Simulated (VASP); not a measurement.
# BN (Fddd) in VASP: further runs

Runs on BN. Level: PBE. Tasks: single point.

Everything below comes from runs of VASP 6.6.1. Logs are shortened: lines on timing, memory, paths and dates and some standing lists are left out, and cuts for length are marked.

**1. The cell of the first run**

The structure is orthorhombic, space group Fddd (No. 70). The conventional cell has a = 4.824 Å, b = 6.604 Å, c = 6.604 Å, α = 90.00°, β = 90.00°, γ = 90.00°. Within 2.0 Å of B (site symmetry 2) lie 4 N at 1.48 Å. Within 2.0 Å of N (site symmetry 2) lie 4 B at 1.48 Å.

The cell was built from a structure type or drawn by symmetry, and may not be a known phase.

**2. Single point, PBE**

File INCAR:

```
ALGO     = Normal         # electronic algorithm
EDIFF    = 1E-6           # SCF threshold, eV
ENCUT    = 520            # plane-wave cutoff, eV
GGA      = PE             # functional
ISIF     = 2              # what is computed and relaxed
ISMEAR   = 0              # smearing method
LASPH    = T              # aspherical terms in the spheres
LCHARG   = T              # write CHGCAR
LELF     = T              # ELF
LREAL    = F              # projectors in reciprocal space
LVHAR    = T            
LWAVE    = F              # write WAVECAR
NBANDS   = 26             # bands
NELM     = 80             # most SCF steps
PREC     = Accurate       # precision mode
SIGMA    = 0.1            # smearing width, eV
```

File KPOINTS:

```
k-points
0
Gamma
  6 6 6
```

File POSCAR:

```
BN
1.0
    0.0000000000      3.3019145600      3.3019145600
    2.4119768200      0.0000000000      3.3019145600
    2.4119768200      3.3019145600      0.0000000000
B N
4 4
Direct
    0.0910748800      0.0910748800      0.4089251200
    0.4089251200      0.4089251200      0.0910748800
    0.1589251200      0.1589251200      0.8410748800
    0.8410748800      0.8410748800      0.1589251200
    0.1589251200      0.8410748800      0.1589251200
    0.8410748800      0.1589251200      0.8410748800
    0.0910748800      0.4089251200      0.0910748800
    0.4089251200      0.0910748800      0.4089251200
```

Potentials or basis: VASP PAW PBE potentials, release 64 (B, N).

The run is started by

```bash
$ cat potpaw_PBE.64/B/POTCAR potpaw_PBE.64/N/POTCAR > POTCAR
$ mpirun -np 1 vasp_std > vasp.out
```

OUTCAR:

```text
EDIFF = 1E-6
   ENCUT = 520
   GGA = PE
   ISIF = 2
   ISMEAR = 0
   LASPH = T
   LREAL = F
   NELM = 80
   PREC = Accurate

 ion  position               nearest neighbor table
   1  0.091  0.091  0.409-   6 1.48   5 1.48   7 1.48   8 1.48   3 2.09   3 2.09   2 2.10
   2  0.409  0.409  0.091-   5 1.48   6 1.48   7 1.48   8 1.48   4 2.09   4 2.09   1 2.10
   3  0.159  0.159  0.841-   8 1.48   7 1.48   5 1.48   6 1.48   1 2.09   1 2.09   4 2.10
   4  0.841  0.841  0.159-   7 1.48   8 1.48   5 1.48   6 1.48   2 2.09   2 2.09   3 2.10
   5  0.159  0.841  0.159-   1 1.48   2 1.48   3 1.48   4 1.48
   6  0.841  0.159  0.841-   1 1.48   2 1.48   3 1.48   4 1.48
   7  0.091  0.409  0.091-   3 1.48   4 1.48   1 1.48   2 1.48
   8  0.409  0.091  0.409-   3 1.48   4 1.48   1 1.48   2 1.48

  LATTYP: Found a body centered tetragonal cell.
 ALAT       =     4.6696123525
 C/A-ratio  =     1.0330522698

  Lattice vectors:

 A1 = (  -2.4119768200,   0.0000000000,  -3.3019145600)
 A2 = (  -2.4119768200,   0.0000000000,   3.3019145600)
 A3 = (   2.4119768200,   3.3019145600,   0.0000000000)

Analysis of symmetry for initial positions (statically):
=====================================================================
 Subroutine PRICEL returns:
 Original cell was already a primitive cell.

 Routine SETGRP: Setting up the symmetry group for a
 body centered tetragonal supercell.

 Subroutine GETGRP returns: Found  8 space group operations
 (whereof  4 operations were pure point group operations)
 out of a pool of 16 trial point group operations.

The static configuration has the point symmetry D_2 .
 The point group associated with its full space group is D_2h.

Analysis of symmetry for dynamics (positions and initial velocities):
=====================================================================
 Subroutine PRICEL returns:
 Original cell was already a primitive cell.

 Routine SETGRP: Setting up the symmetry group for a
 body centered tetragonal supercell.

 Subroutine GETGRP returns: Found  8 space group operations
 (whereof  4 operations were pure point group operations)
 out of a pool of 16 trial point group operations.

The dynamic configuration has the point symmetry D_2 .
 The point group associated with its full space group is D_2h.

 Subroutine INISYM returns: Found  8 space group operations
 (whereof  4 operations are pure point group operations),
 and found     1 'primitive' translations

[... 113 lines left out ...]
   ISYM   =      2    0-nonsym 1-usesym 2-fastsym
   POTIM  = 0.5000    time-step for ionic-motion
   TEBEG  =    0.0;   TEEND  =   0.0 temperature during run
   PSTRESS=    0.0 pullay stress
   NELECT =      32.0000    total number of electrons
   NUPDOWN=      -1.0000    fix difference up-down
   EMIN   =  10.00;   EMAX   =-10.00  energy-range for DOS
   EFERMI =   0.00;   METHOD = LEGACY
   ISMEAR =     0;   SIGMA  =   0.10  broadening in eV -4-tet -1-fermi 0-gaus
   EFERMI_NEDOS =   21; number of points for ismear=-14 and -15
   IALGO  =     38    algorithm
   IMIX   =      4    mixing-type and parameters
     AMIX     =   0.40;   BMIX     =  1.00
     AMIX_MAG =   1.60;   BMIX_MAG =  1.00
  volume/ion in A,a.u.               =       6.57        44.37
  Fermi-wavevector in a.u.,A,eV,Ry     =   1.387224  2.621473 26.182917  1.924390
  Thomas-Fermi vector in A             =   2.511465
   LORBIT       =      0    0 simple, 1 ext, 2 COOP (PROOUT), +10 PAW based schemes
   GGA     = PE    functional components
   LHFCALC =     F    Hartree Fock is set to
   AEXX    =    0.0000 exact exchange contribution
   IVDW    =     0    specifies the selected vdW correction
   LEPSILON=     F    determine dielectric tensor
   LRPA    =     F    only Hartree local field effects (RPA)
 non-spin polarized calculation
 Gauss-broadening in eV      SIGMA  =   0.10
  energy-cutoff  :      520.00
  volume of cell :       52.59
 maximum number of plane-waves:      1441
   NGX = 17   NGY = 15   NGZ = 15

 number of electron      32.0000006 magnetization

 Free energy of the ion-electron system (eV)
  ---------------------------------------------------
  ext. energy  EPLUGINS =         0.00000000
  ---------------------------------------------------
  free energy    TOTEN  =       -63.43983089 eV

  energy without entropy =      -63.43983089  energy(sigma->0) =      -63.43983089

 E-fermi :   6.9668     XC(G=0): -11.5904

 val. band max:        6.4566505455   @ k =   0.0000   0.0000   0.0000
 cond. band min:      11.2731887353   @ k =   0.3333  -0.3333   0.3333
 fundamental gap:      4.8165381898
 Fermi energy:         6.9667951847

 k-point     1 :       0.0000    0.0000    0.0000
  band No.  band energies     occupation
      1     -15.3882      2.00000
      2     -10.9281      2.00000
      3      -9.5614      2.00000
      4      -7.5557      2.00000
      5      -5.3414      2.00000
      6      -5.2833      2.00000
[... 685 lines left out ...]
     25      19.9129      0.00000
     26      20.0341      0.00000

 [... further k-points ...]

------------------------ aborting loop because EDIFF is reached ----------------------------------------

  FORCE on cell =-STRESS in cart. coord.  units (eV):
  Direction    XX          YY          ZZ          XY          YZ          ZX
  --------------------------------------------------------------------------------------
  -------------------------------------------------------------------------------------
  Total       14.9496854     26.4525128     26.4182043      0.0000000      0.0000000      0.0000000
  in kB      455.4155413    805.8286925    804.7835468      0.0000000      0.0000000      0.0000000
  external PRESSURE =     688.6759269 kB  Pullay stress =       0.0000000 kB

 VOLUME and BASIS-vectors are now :
 -----------------------------------------------------------------------------
  energy-cutoff  :      520.00
  volume of cell :       52.59
      direct lattice vectors                 reciprocal lattice vectors
     0.000000000  3.301914560  3.301914560    -0.207298841  0.151427298  0.151427298
     2.411976820  0.000000000  3.301914560     0.207298841 -0.151427298  0.151427298
     2.411976820  3.301914560  0.000000000     0.207298841  0.151427298 -0.151427298

 POSITION                                       TOTAL-FORCE (eV/Angst)
 -----------------------------------------------------------------------------------
      1.20599      1.65096      0.60144        -0.000000      0.000000     -0.333985
      1.20599      1.65096      2.70047        -0.000000      0.000000      0.333985
      2.41198      3.30191      1.04951         0.000000      0.000000      0.333985
      2.41198      3.30191      5.55431         0.000000      0.000000     -0.333985
      2.41198      1.04951      3.30191        -0.000000      6.601818      0.000000
      2.41198      5.55431      3.30191        -0.000000     -6.601818      0.000000
      1.20599      0.60144      1.65096         0.000000     -6.601818     -0.000000
      1.20599      2.70047      1.65096         0.000000      6.601818     -0.000000
 -----------------------------------------------------------------------------------
    total drift:                               -0.000000      0.000000     -0.000000

  FREE ENERGIE OF THE ION-ELECTRON SYSTEM (eV)
  ---------------------------------------------------
  free  energy   TOTEN  =       -63.4398308901 eV

  energy  without entropy=      -63.4398308901  energy(sigma->0) =      -63.43983089
```

stdout:

```text
POSCAR found type information on POSCAR B N
 POSCAR found :  2 types and       8 ions
 scaLAPACK will be used
 LDA part: xc-table for (Slater+PW92), standard interpolation
 POSCAR, INCAR and KPOINTS ok, starting setup
 FFT: planning ... GRIDC
 FFT: planning ... GRID_SOFT
 FFT: planning ... GRID
 WAVECAR not read
 entering main loop
```

It took 2 min on 1 thread of Intel Xeon 8259CL, shared host; peak memory 0.19 GiB.

Results:

```
Free energy            : -63.4398 eV
Pressure               : 68.9 GPa
Largest force          : 6.602 eV/Å
Band gap on the k mesh : 4.82 eV (least direct gap 5.11 eV)
```

Forces on the atoms (eV/Å):
```
B    0.000  0.000 -0.334
B    0.000  0.000  0.334
B    0.000  0.000  0.334
B    0.000  0.000 -0.334
N    0.000  6.602  0.000
N    0.000 -6.602  0.000
N    0.000 -6.602  0.000
N    0.000  6.602  0.000
```

Stress tensor (GPa, compression positive):
```
45.54  0.00  0.00
 0.00 80.58  0.00
 0.00  0.00 80.48
```

Caveat: the cell stands under pressure; forces of over 1 eV/Å act on the atoms, so gaps and moduli don't describe the material at rest. A k mesh can miss the band edges.

**3. Single point, PBE**

This run uses another cell than the first one, of 7.58 Å³/atom.

File INCAR:

```
PREC = Accurate ; ENCUT = 520
EDIFF = 1E-7 ; ISMEAR = 0
SIGMA = 0.1 ; LREAL = F
LASPH = T ; NELM = 60
ALGO = Normal ; ISIF = 2
LWAVE = F ; LCHARG = F
GGA = PE ; NBANDS = 26
```

File KPOINTS:

```
Automatic mesh
0
Gamma
  6 6 6
```

File POSCAR:

```
BN
1.0
    0.0000000000      3.4321036182      3.5235696759
    2.5083484282      0.0000000000      3.5235696759
    2.5083484282      3.4321036182      0.0000000000
B N
4 4
Direct
    0.1000184356      0.1000184356      0.3999815644
    0.3999815644      0.3999815644      0.1000184356
    0.1499815644      0.1499815644      0.8500184356
    0.8500184356      0.8500184356      0.1499815644
    0.1774754280      0.8225245720      0.1774754280
    0.8225245720      0.1774754280      0.8225245720
    0.0725245720      0.4274754280      0.0725245720
    0.4274754280      0.0725245720      0.4274754280
```

Potentials or basis: VASP PAW PBE potentials, release 64 (B, N).

The run is started by

```bash
$ cat potpaw_PBE.64/B/POTCAR potpaw_PBE.64/N/POTCAR > POTCAR
$ mpirun -np 1 vasp_std > vasp.out
```

Run time: 2.5 min. Hardware: 1 thread of Intel Xeon 8259CL, shared host; peak memory 0.21 GiB.

It converged, with:

```
Free energy            : -66.5465 eV
Pressure               : 0.3 GPa
Largest force          : 0.025 eV/Å
Band gap on the k mesh : 5.12 eV
```

Forces on the atoms (eV/Å):
```
B    0.000  0.000 -0.016
B    0.000  0.000  0.016
B    0.000  0.000  0.016
B    0.000  0.000 -0.016
N    0.000  0.025  0.000
N    0.000 -0.025  0.000
N    0.000 -0.025  0.000
N    0.000  0.025  0.000
```

Stress tensor (GPa, compression positive):
```
0.13 0.00 0.00
0.00 0.46 0.00
0.00 0.00 0.44
```

Levels at points of the mesh, in eV from the valence-band top:
```
           k point  band 12  band 13  band 14  band 15  band 16  band 17  band 18  band 19  band 20  band 21
(0.00, 0.00, 0.00)    -4.27    -1.61    -1.34    -1.12     0.00     5.12     6.89     7.65     8.07     9.10
(0.50, 0.00, 0.00)    -3.83    -2.91    -2.39    -1.48    -0.96     5.81     7.42     8.00     8.32     8.96
(0.50, 0.50, 0.00)    -3.93    -3.91    -3.91    -1.29    -1.29     6.64     6.64     6.76     6.76     9.83
(0.50, 0.00, 0.50)    -3.19    -2.89    -2.89    -1.23    -1.23     5.77     5.77     8.94     8.94     9.07
(0.00, 0.50, 0.50)    -3.90    -2.73    -2.73    -0.74    -0.74     7.57     7.57     8.31     8.31     9.23
```

A k mesh can miss the band edges.
